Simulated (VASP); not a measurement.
A run of VASP 6.6.1 is set up as follows.

Contents of INCAR:

```
  ALGO = Normal
  EDIFF = 1E-7
  EDIFFG = -0.01
  ENCUT = 600
  GGA_COMPAT = False
  IBRION = 2
  ISIF = 3
  ISMEAR = 0
  LASPH = True
  LCHARG = False
  LREAL = False
  LWAVE = False
  NELM = 120
  NELMIN = 4
  NSW = 100
  PREC = Accurate
  SIGMA = 0.05
```

The input KPOINTS:

```
k-points
0
Gamma
  6 6 6
```

Contents of POSCAR:

```
TiO2
1.0
    2.6439701383     -2.6439844163     -0.0194578682
    2.6439701383      2.6439844163     -0.0194578682
   -2.6076204707      0.0000000000      4.7475905808
Ti O
2 4
Direct
    0.1048599497      0.9031498664      0.2460086151
    0.8546921485      0.1533176676      0.7460086151
    0.3430349328      0.0690039501      0.6679386066
    0.6771890182      0.9027622829      0.3360527784
    0.9269911419      0.6529601592      0.8360527784
    0.0932328091      0.3188060738      0.1679386066
```

Potentials or basis: VASP PAW LDA potentials, release 64 (Ti_sv, O).

Command:

```sh
$ cat potpaw_LDA.64/Ti_sv/POTCAR potpaw_LDA.64/O/POTCAR > POTCAR
$ mpirun -np 1 vasp_std > vasp.out
```

Problem. Estimate the relaxed cell.

Solution. a = 3.747 Å, b = 3.747 Å, c = 5.418 Å, α = 110.23°, β = 110.22°, γ = 90.00°.

Problem. Predict the band gap on the k mesh.

Solution. 2.09 eV (least direct gap 2.41 eV).

Problem. What does it give for the space group after relaxing (to 0.1 Å)?

Solution. I4_1/amd (No. 141).

Problem. Predict the relaxed volume.

Solution. 11.06 Å³/atom.

Forces in eV/Å, atoms in the order of the input:
```
Ti  -0.004 -0.001  0.003
Ti   0.003 -0.001  0.001
O    0.001  0.000 -0.003
O    0.001  0.001  0.001
O    0.000  0.000  0.000
O    0.000  0.001 -0.002
```

A k mesh can miss the band edges.
